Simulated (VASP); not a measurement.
# Ga18N19 (a cell with a defect) in VASP: single point with PBE

Aim: the single point of Ga18N19 (a cell with a defect) with PBE.

Everything below comes from runs of VASP 6.6.1. Logs are shortened: lines on timing, memory, paths and dates and some standing lists are left out, and cuts for length are marked.

### 1 The cell of the first run

The cell holds a defect, 37 atoms: a = 7.653 Å, b = 7.653 Å, c = 7.653 Å, α = 78.22°, β = 78.22°, γ = 78.22°.

### 2 Single point, PBE

Input file INCAR:

```
PREC = Accurate
ENCUT = 520
EDIFF = 1E-6
ISMEAR = 0
SIGMA = 0.02
LREAL = Auto
LASPH = T
NELM = 80
ALGO = Normal
ISIF = 2
LWAVE = F
LCHARG = F
GGA = PE
NELECT = 332.0
NBANDS = 188
```

Input file KPOINTS:

```
Automatic mesh
0
Gamma
  2 2 2
  0.5 0.5 0.5
```

Input file POSCAR:

```
Ga18N19
1.0
    4.8275357019      2.7871790370      5.2431089459
   -4.8275357019      2.7871790370      5.2431089459
    0.0000000001     -5.5743580740      5.2431089459
Ga N
18 19
Direct
    0.4003522447      0.3994641134      0.7142545569
    0.4002093417      0.7138211226      0.3998918102
    0.7164616974      0.0557941530      0.7161176947
    0.3742098606      0.0573861412      0.0578273883
    0.7145388632      0.3994940921      0.4000749700
    0.0566749157      0.7155315071      0.7162736823
    0.7166158321      0.7154849495      0.0563658573
    0.0581349265      0.0574228067      0.3737449470
    0.0582698591      0.3726222571      0.0579580421
    0.4450679533      0.7785297915      0.7790578786
    0.4403559097      0.1109258383      0.4400632598
    0.7793688938      0.4442180773      0.7790634873
    0.4403004476      0.4395427485      0.1114065213
    0.7793638114      0.7785343136      0.4447539561
    0.1074382788      0.1066303942      0.7984790903
    0.7987194943      0.1066501782      0.1071394271
    0.1116973827      0.4395357368      0.4399836940
    0.1073822740      0.7982111860      0.1070842265
    0.5211879968      0.5203756510      0.8484609973
    0.5211362430      0.8479598548      0.5208353798
    0.8311792102      0.1876479754      0.8308524341
    0.5183120710      0.1783611236      0.1788896985
    0.8487629138      0.5203948573      0.5209001038
    0.1884598493      0.8304501387      0.8310190567
    0.8313060578      0.8304224218      0.1881555007
    0.1791909997      0.1783549449      0.5179783793
    0.1791582946      0.5173691967      0.1788417959
    0.2383240972      0.5646204910      0.5651322055
    0.2611969470      0.8877112214      0.2608073656
    0.5654272293      0.2374639501      0.5651225481
    0.2615529837      0.2602762966      0.8880721764
    0.5654311541      0.5646226194      0.2380153425
    0.9044916241      0.9035260700      0.5660516694
    0.5664271721      0.9035006055      0.9041464655
    0.8883440813      0.2603819101      0.2612338122
    0.9045539029      0.5652679716      0.9042152113
    0.0596564438      0.0594354196      0.0594765628
```

Potentials or basis: VASP PAW PBE potentials, release 64 (Ga_d, N).

Started as:

```sh
cat potpaw_PBE.64/Ga_d/POTCAR potpaw_PBE.64/N/POTCAR > POTCAR
mpirun -np 1 vasp_std > vasp.out
```

OUTCAR:

```text
PREC = Accurate
   ENCUT = 520
   EDIFF = 1E-6
   ISMEAR = 0
   LREAL = Auto
   LASPH = T
   NELM = 80
   ISIF = 2
   GGA = PE
   NELECT = 332.0

 ion  position               nearest neighbor table
   1  0.400  0.399  0.714-  31 1.83  30 1.95  28 1.95  19 1.97
   2  0.400  0.714  0.400-  29 1.83  32 1.95  28 1.95  20 1.97
   3  0.716  0.056  0.716-  21 1.90  30 1.96  34 1.98  33 1.98
   4  0.374  0.057  0.058-  31 1.98  29 1.98  34 2.02  22 2.03
   5  0.715  0.399  0.400-  35 1.83  30 1.95  32 1.95  23 1.97
   6  0.057  0.716  0.716-  24 1.90  28 1.96  36 1.98  33 1.98
   7  0.717  0.715  0.056-  25 1.90  32 1.96  36 1.98  34 1.98
   8  0.058  0.057  0.374-  35 1.98  29 1.98  33 2.02  26 2.03
   9  0.058  0.373  0.058-  35 1.98  31 1.98  36 2.02  27 2.03
  10  0.445  0.779  0.779-  24 1.90  19 1.94  20 1.94  34 1.95
  11  0.440  0.111  0.440-  26 1.96  22 1.96  30 1.97  20 1.99
  12  0.779  0.444  0.779-  21 1.90  23 1.94  19 1.94  36 1.95
  13  0.440  0.440  0.111-  27 1.96  22 1.96  32 1.98  19 1.99
  14  0.779  0.779  0.445-  25 1.90  23 1.94  20 1.94  33 1.95
  15  0.107  0.107  0.798-  37 1.93  24 2.06  21 2.06  26 2.09  31 2.11
  16  0.799  0.107  0.107-  37 1.93  25 2.06  21 2.06  22 2.09  35 2.11
  17  0.112  0.440  0.440-  27 1.96  26 1.96  28 1.98  23 1.99
  18  0.107  0.798  0.107-  37 1.93  24 2.06  25 2.06  27 2.09  29 2.11
  19  0.521  0.520  0.848-  10 1.94  12 1.94   1 1.97  13 1.99
  20  0.521  0.848  0.521-  10 1.94  14 1.94   2 1.97  11 1.99
  21  0.831  0.188  0.831-   3 1.90  12 1.90  15 2.06  16 2.06
  22  0.518  0.178  0.179-  11 1.96  13 1.96   4 2.03  16 2.09
  23  0.849  0.520  0.521-  14 1.94  12 1.94   5 1.97  17 1.99
  24  0.188  0.830  0.831-  10 1.90   6 1.90  18 2.06  15 2.06
[... 10 lines left out ...]
  35  0.888  0.260  0.261-   5 1.83   8 1.98   9 1.98  16 2.11
  36  0.905  0.565  0.904-  12 1.95   7 1.98   6 1.98   9 2.02
  37  0.060  0.059  0.059-  16 1.93  15 1.93  18 1.93

  LATTYP: Found a trigonal (rhomboedric) cell.
 ALAT       =     7.6526896812
 COS(alpha) =     0.2041104941

  Lattice vectors:

 A1 = (   4.8275357019,   2.7871790370,   5.2431089459)
 A2 = (  -4.8275357019,   2.7871790370,   5.2431089459)
 A3 = (   0.0000000001,  -5.5743580740,   5.2431089459)

Analysis of symmetry for initial positions (statically):
=====================================================================
 Subroutine PRICEL returns:
 Original cell was already a primitive cell.

 Routine SETGRP: Setting up the symmetry group for a
 trigonal (rhombohedral) supercell.

 Subroutine GETGRP returns: Found  1 space group operations
 (whereof  1 operations were pure point group operations)
 out of a pool of 12 trial point group operations.

The static configuration has the point symmetry C_1 .

Analysis of symmetry for dynamics (positions and initial velocities):
=====================================================================
 Subroutine PRICEL returns:
 Original cell was already a primitive cell.

 Routine SETGRP: Setting up the symmetry group for a
 trigonal (rhombohedral) supercell.

 Subroutine GETGRP returns: Found  1 space group operations
 (whereof  1 operations were pure point group operations)
 out of a pool of 12 trial point group operations.

The dynamic configuration has the point symmetry C_1 .

 Subroutine INISYM returns: Found  1 space group operations
 (whereof  1 operations are pure point group operations),
 and found     1 'primitive' translations

----------------------------------------------------------------------------------------

                                     Primitive cell

  volume of cell :     423.2827

  direct lattice vectors                    reciprocal lattice vectors
     4.827535702  2.787179037  5.243108946     0.103572512  0.059797618  0.063575512
    -4.827535702  2.787179037  5.243108946    -0.103572512  0.059797618  0.063575512
     0.000000000 -5.574358074  5.243108946     0.000000000 -0.119595236  0.063575512

  length of vectors
     7.652689681  7.652689681  7.652689681     0.135443221  0.135443221  0.135443221

  position of ions in fractional coordinates (direct lattice)
     0.400352245  0.399464113  0.714254557
     0.400209342  0.713821123  0.399891810
     0.716461697  0.055794153  0.716117695
     0.374209861  0.057386141  0.057827388
     0.714538863  0.399494092  0.400074970
     0.056674916  0.715531507  0.716273682
[... 29 lines left out ...]
     0.904553903  0.565267972  0.904215211
     0.059656444  0.059435420  0.059476563

  ion indices of the primitive-cell ions
   primitive index   ion index
                 1           1
                 2           2
                 3           3
                 4           4
                 5           5
                 6           6
[... 29 lines left out ...]
                36          36
                37          37

----------------------------------------------------------------------------------------

 KPOINTS: Automatic mesh

Automatic generation of k-mesh.
 Grid dimensions read from file:
 generate k-points for:    2    2    2

 Generating k-lattice:

  Cartesian coordinates                     Fractional coordinates (reciprocal lattice)
     0.051786256  0.029898809  0.031787756     0.500000000 -0.000000000  0.000000000
    -0.051786256  0.029898809  0.031787756    -0.000000000  0.500000000 -0.000000000
     0.000000000 -0.059797618  0.031787756     0.000000000  0.000000000  0.500000000

  Length of vectors
     0.067721610  0.067721610  0.067721610

  Shift w.r.t. Gamma in fractional coordinates (k-lattice)
     0.500000000  0.500000000  0.500000000

 Subroutine IBZKPT returns following result:
 ===========================================

 Found      4 irreducible k-points:

 Following reciprocal coordinates:
            Coordinates               Weight
  0.250000  0.250000  0.250000      2.000000
 -0.250000  0.250000  0.250000      2.000000
  0.250000 -0.250000  0.250000      2.000000
  0.250000  0.250000 -0.250000      2.000000
   k-points           NKPTS =      4   k-points in BZ     NKDIM =      4   number of bands    NBANDS=    188
   number of dos      NEDOS =    301   number of ions     NIONS =     37
   total plane-waves  NPLWV = 216000
   dimension x,y,z NGX =    60 NGY =   60 NGZ =   60
   dimension x,y,z NGXF=   120 NGYF=  120 NGZF=  120
   ions per type =              18  19
   NGX,Y,Z   is equivalent  to a cutoff of  13.03, 13.03, 13.03 a.u.
   NGXF,Y,Z  is equivalent  to a cutoff of  26.07, 26.07, 26.07 a.u.
 SYSTEM =  unknown system
   PREC   = accura    normal or accurate (medium, high low for compatibility)
   ISTART =      0    job   : 0-new  1-cont  2-samecut
   ICHARG =      2    charge: 1-file 2-atom 10-const
   ISPIN  =      1    spin polarized calculation?
   LNONCOLLINEAR =      F non collinear calculations
   LSORBIT =      F    spin-orbit coupling
   LASPH  =      T    aspherical Exc in radial PAW
   ENCUT  =  520.0 eV  38.22 Ry    6.18 a.u.  14.23 14.23 14.23*2*pi/ulx,y,z
   NELM   =     80;   NELMIN=  2; NELMDL= -5     # of ELM steps
   EDIFF  = 0.1E-05   stopping-criterion for ELM
   LREAL  =      T    real-space projection
   EDIFFG = 0.1E-04   stopping-criterion for IOM
   NSW    =      0    number of steps for IOM
   IBRION =     -1    ionic relax: 0-MD 1-quasi-New 2-CG
   NFREE  =      0    steps in history (QN), initial steepest desc. (CG)
   ISIF   =      2    stress and relaxation
   ISYM   =      2    0-nonsym 1-usesym 2-fastsym
   POTIM  = 0.5000    time-step for ionic-motion
   TEBEG  =    0.0;   TEEND  =   0.0 temperature during run
   PSTRESS=    0.0 pullay stress
   NELECT =     332.0000    total number of electrons
   NUPDOWN=      -1.0000    fix difference up-down
   EMIN   =  10.00;   EMAX   =-10.00  energy-range for DOS
   EFERMI =   0.00;   METHOD = LEGACY
   ISMEAR =     0;   SIGMA  =   0.02  broadening in eV -4-tet -1-fermi 0-gaus
   EFERMI_NEDOS =   21; number of points for ismear=-14 and -15
   IALGO  =     38    algorithm
   IMIX   =      4    mixing-type and parameters
     AMIX     =   0.40;   BMIX     =  1.00
     AMIX_MAG =   1.60;   BMIX_MAG =  1.00
  volume/ion in A,a.u.               =      11.44        77.20
  Fermi-wavevector in a.u.,A,eV,Ry     =   1.509770  2.853051 31.013180  2.279404
  Thomas-Fermi vector in A             =   2.620048
   LORBIT       =      0    0 simple, 1 ext, 2 COOP (PROOUT), +10 PAW based schemes
   GGA     = PE    functional components
   LHFCALC =     F    Hartree Fock is set to
   AEXX    =    0.0000 exact exchange contribution
   IVDW    =     0    specifies the selected vdW correction
   LEPSILON=     F    determine dielectric tensor
   LRPA    =     F    only Hartree local field effects (RPA)
 non-spin polarized calculation
 Gauss-broadening in eV      SIGMA  =   0.02
  energy-cutoff  :      520.00
  volume of cell :      423.28
 maximum number of plane-waves:     11401
 NGX is ok and might be reduce to    60
   NGX = 29   NGY = 29   NGZ = 29

 number of electron     331.9999937 magnetization

 Free energy of the ion-electron system (eV)
  ---------------------------------------------------
  ext. energy  EPLUGINS =         0.00000000
  ---------------------------------------------------
  free energy    TOTEN  =      -199.84288965 eV

  energy without entropy =     -199.84288965  energy(sigma->0) =     -199.84288965

 E-fermi :   6.8638     XC(G=0): -11.7219

 val. band max:        6.7098608572   @ k =   0.2500  -0.2500   0.2500
 cond. band min:       8.1476977151   @ k =   0.2500   0.2500   0.2500
 fundamental gap:      1.4378368579
 Fermi energy:         6.8638162515

 k-point     1 :       0.2500    0.2500    0.2500
  band No.  band energies     occupation
      1     -10.6192      2.00000
      2     -10.1095      2.00000
      3     -10.0952      2.00000
      4     -10.0950      2.00000
      5     -10.0041      2.00000
      6      -9.9095      2.00000
[... 170 lines left out ...]
    177      10.5142      0.00000
    178      10.6983      0.00000

 k-point     2 :      -0.2500    0.2500    0.2500
  band No.  band energies     occupation
      1     -10.5288      2.00000
      2     -10.1918      2.00000
      3     -10.1141      2.00000
      4     -10.0996      2.00000
      5      -9.9917      2.00000
      6      -9.9229      2.00000
[... 170 lines left out ...]
    177      10.7258      0.00000
    178      10.8105      0.00000

 k-point     3 :       0.2500   -0.2500    0.2500
  band No.  band energies     occupation
      1     -10.5288      2.00000
      2     -10.1923      2.00000
      3     -10.1139      2.00000
      4     -10.0995      2.00000
      5      -9.9914      2.00000
      6      -9.9232      2.00000
[... 170 lines left out ...]
    177      10.7227      0.00000
    178      10.8146      0.00000

 k-point     4 :       0.2500    0.2500   -0.2500
  band No.  band energies     occupation
      1     -10.5288      2.00000
      2     -10.1919      2.00000
      3     -10.1141      2.00000
      4     -10.0996      2.00000
      5      -9.9916      2.00000
      6      -9.9230      2.00000
[... 170 lines left out ...]
    177      10.7251      0.00000
    178      10.8114      0.00000
 [bands above 178 left out]

------------------------ aborting loop because EDIFF is reached ----------------------------------------

  FORCE on cell =-STRESS in cart. coord.  units (eV):
  Direction    XX          YY          ZZ          XY          YZ          ZX
  --------------------------------------------------------------------------------------
  -------------------------------------------------------------------------------------
  Total       46.6212471     46.6639720     47.1190597      0.0610494     -0.0071349      0.0251044
  in kB      176.4671921    176.6289110    178.3514745      0.2310794     -0.0270063      0.0950232
  external PRESSURE =     177.1491926 kB  Pullay stress =       0.0000000 kB

 VOLUME and BASIS-vectors are now :
 -----------------------------------------------------------------------------
  energy-cutoff  :      520.00
  volume of cell :      423.28
      direct lattice vectors                 reciprocal lattice vectors
     4.827535702  2.787179037  5.243108946     0.103572512  0.059797618  0.063575512
    -4.827535702  2.787179037  5.243108946    -0.103572512  0.059797618  0.063575512
     0.000000000 -5.574358074  5.243108946     0.000000000 -0.119595236  0.063575512

 POSITION                                       TOTAL-FORCE (eV/Angst)
 -----------------------------------------------------------------------------------
      0.00429     -1.75228      7.93844         0.001501     -0.049296     -0.016103
     -1.51397      0.87586      7.93766        -0.044342      0.027626     -0.014559
      3.18940     -1.83948      7.80370         0.007645     -0.003904      0.037556
      1.52948      0.88058      2.56610        -0.010222     -0.010883     -0.013257
      1.52089      0.87485      7.93863         0.042218      0.024573     -0.014923
     -3.18065     -1.84049      7.80426        -0.006533     -0.002798      0.037158
[... 29 lines left out ...]
      1.63791     -0.94376     12.44734        -0.007802      0.004733     -0.012393
      0.00107      0.00039      0.93625         0.001450     -0.000082      0.006690
 -----------------------------------------------------------------------------------
    total drift:                               -0.004999     -0.002493     -0.021581

  FREE ENERGIE OF THE ION-ELECTRON SYSTEM (eV)
  ---------------------------------------------------
  free  energy   TOTEN  =      -199.8428896503 eV

  energy  without entropy=     -199.8428896503  energy(sigma->0) =     -199.84288965
```

Run time: 31 min. Hardware: 1 thread of Intel Xeon 8259CL, shared host; peak memory 0.6 GiB.

Results:

```yaml
Free_energy: -199.8429 eV
Largest_force: 0.082 eV/Å
```

Forces in eV/Å, atoms in the order of the input:
```
Ga   0.002 -0.049 -0.016
Ga  -0.044  0.028 -0.015
Ga   0.008 -0.004  0.038
Ga  -0.010 -0.011 -0.013
Ga   0.042  0.025 -0.015
Ga  -0.007 -0.003  0.037
Ga  -0.002  0.007  0.037
Ga   0.004  0.014 -0.012
Ga   0.011 -0.007 -0.010
Ga  -0.016 -0.008 -0.002
Ga  -0.001  0.000 -0.013
Ga   0.014 -0.009 -0.004
Ga  -0.002  0.001 -0.010
Ga  -0.002  0.016 -0.001
Ga   0.000  0.007 -0.014
Ga  -0.006 -0.003 -0.014
Ga  -0.001  0.000 -0.010
Ga   0.007 -0.004 -0.012
N    0.000  0.014  0.005
N    0.012 -0.007  0.005
N   -0.026  0.015 -0.025
N    0.000 -0.001  0.010
N   -0.012 -0.007  0.004
N    0.026  0.014 -0.027
N    0.001 -0.030 -0.027
N    0.001  0.001  0.010
N    0.001  0.000  0.009
N    0.009  0.006  0.003
N    0.063 -0.036  0.035
N   -0.009  0.005  0.003
N    0.000  0.074  0.035
N    0.001 -0.011  0.003
N    0.000 -0.010 -0.012
N    0.008  0.005 -0.012
N   -0.063 -0.036  0.035
N   -0.008  0.005 -0.012
N    0.001  0.000  0.007
```

Caveat: the cell carries a net charge on a neutralising background, which shifts energy and pressure; the cell is charged against a uniform background, so pressure and absolute levels hang on convention.
